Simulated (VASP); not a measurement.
Runs of VASP 6.6.1 on GaN. The structure is that of space group F-43m (No. 216), or close to it. The cells are those of the table. 

```tsv
cell	gap on the mesh (eV)	pressure (GPa)
a = 3.147, b = 3.147, c = 3.187 Å, angles 59.6, 59.6, 60.8°, 2 atoms	1.81	10.2
a = 3.227, b = 3.227, c = 3.267 Å, angles 59.6, 59.6, 60.8°, 2 atoms	1.33	(a)
a = 3.068, b = 3.068, c = 3.107 Å, angles 59.6, 59.6, 60.9°, 2 atoms	2.30	29.4
a = 3.147, b = 3.147, c = 3.107 Å, angles 60.4, 60.4, 59.2°, 2 atoms	(b)	(c)
a = 3.107 Å, angles 60.0°, 2 atoms	2.22	22.3
```

Alike in all rows: task single point; level PBE; potentials or basis VASP PAW PBE potentials, release 64 (Ga_d, N); no spin polarisation; k mesh 10 × 10 × 10; cutoff (eV) 520; smearing gaussian 0.05 eV.

Question: Fill in the values left out.

Answer: (a) -3.5; (b) 2.01; (c) 15.9.

A k mesh can miss the band edges, and the runs leave out spin-orbit coupling on Ga.
